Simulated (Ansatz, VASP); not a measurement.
# One calculation of CO2, two programs

```
CELL_PARAMETERS angstrom
2.33392 0.00000 0.00000
0.00000 2.33392 0.00000
0.00000 0.00000 10.51081
ATOMIC_POSITIONS crystal
C 0.00000 0.00000 0.00000
C 0.50000 0.50000 0.50000
O 0.00000 0.50000 0.07850
O 0.00000 0.50000 0.57850
O 0.50000 0.00000 0.42150
O 0.50000 0.00000 0.92150
```

Alike in both runs: functional PBE; k mesh 10 × 10 × 4; occupations gaussian, width 0.02 eV; no spin polarisation.

Ansatz relaxed the structure, and its values are those at the end. VASP's run is a single point on that final structure, the one shown.

```csv
,VASP,Ansatz
version,VASP 6.6.1,Ansatz 0.2.0
potentials or method,"VASP PAW PBE potentials, release 64 (C, O), cutoff 520 eV","scalar-relativistic, plane waves, PAW"
valence electrons in the cell,32,32
```

```tsv
	VASP	Ansatz	Ansatz less VASP
gap on the k mesh at the Fermi level (eV)	3.89	3.93	+0.044
least direct gap on the mesh (eV)	4.30	4.34	+0.041
pressure (GPa)	1.4	0.0	-1.40
rms of the force components (eV/Å)	0.066	0.001	-0.0651
```
